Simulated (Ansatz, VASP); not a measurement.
**Two plane-wave programs on SnO2**

```
Sn O
1.0
     4.90757    0.00000    0.00000
     0.00000    4.90759    0.00000
     0.00000    0.00000    3.13348
Sn O
2 4
Direct
  0.50000 0.50000 0.50000
  0.00000 0.00000 0.00000
  0.34319 0.34325 0.00000
  0.84319 0.15675 0.50000
  0.15681 0.84325 0.50000
  0.65681 0.65675 0.00000
```

Alike in both runs: task single point; functional PBE; k mesh 6 × 6 × 8; occupations gaussian, width 0.05 eV; no spin polarisation.

```csv
,VASP,Ansatz
version,VASP 6.6.1,Ansatz 0.2.0
potentials or method,"VASP PAW PBE potentials, release 64 (Sn_d, O), cutoff 520 eV","scalar-relativistic, plane waves, PAW"
valence electrons in the cell,52,52
```

```csv
,VASP,Ansatz,Ansatz less VASP
gap on the k mesh at the Fermi level (eV),1.65,1.65,+0.005
least direct gap on the mesh (eV),1.74,1.75,+0.009
rms of the force components (eV/Å),3.429,3.383,-0.0462
```

Atom by atom the forces differ by 0.046 eV/Å (rms over components).
